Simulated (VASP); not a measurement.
Wanted: the native input for a VASP 6.6.1 run.

```yaml
Task: single point
Functional: PBEsol
Dispersion: D4
Potentials_or_basis: VASP PAW PBE potentials, release 64 (Ta_pv, N)
Cutoff: 520 eV
k_mesh: 11 × 11 × 10
Occupations: fermi-dirac, width 0.05 eV
Spin: no spin polarisation
Dipole_correction: no
Further_INCAR_settings: ALGO = Normal; EDIFF = 1e-06; NBANDS = 15
```

The structure of TaN lies in POSCAR:

```
TaN
1.0
    2.9380000000      0.0000000000      0.0000000000
   -1.4690000000      2.5443826400      0.0000000000
    0.0000000000      0.0000000000      2.8830000000
Ta N
1 1
Direct
    0.3333333300      0.6666666700      0.5000000000
    0.0000000000      0.0000000000      0.0000000000
```

These files were run (other wordings do the same):

INCAR

```
SYSTEM = TaN
  PREC = Accurate
  ENCUT = 520
  EDIFF = 1E-6
  ISMEAR = -1
  SIGMA = 0.05
  LREAL = .False.
  LASPH = .True.
  NELM = 100
  ALGO = Normal
  ISIF = 2
  LWAVE = .False.
  LCHARG = .False.
  GGA = PS
  IVDW = 13
  NBANDS = 15
```

KPOINTS

```
Automatic mesh
0
Gamma
  11 11 10
  0 0 0
```

Potentials or basis: VASP PAW PBE potentials, release 64 (Ta_pv, N).

The run is started by

```bash
$ cat potpaw_PBE.64/Ta_pv/POTCAR potpaw_PBE.64/N/POTCAR > POTCAR
$ mpirun -np 1 vasp_std > vasp.out
```

It gave:

- Pressure: -6.8 GPa
- Band gap on the k mesh: zero (band 8 reaches 8.49 eV, above the bottom of band 9 at 7.99 eV)
- Dispersion energy per atom: -0.179 eV

Caveat: the PAW data sets were made with another functional, which shifts forces and pressure a little; spin-orbit coupling is left out, which moves the levels of the heavy elements; pairwise dispersion overbinds metals, which lowers pressure and volume.

Run time: 57 s on 1 thread of AMD EPYC 7R13, on a shared host, peak memory 0.13 GiB.
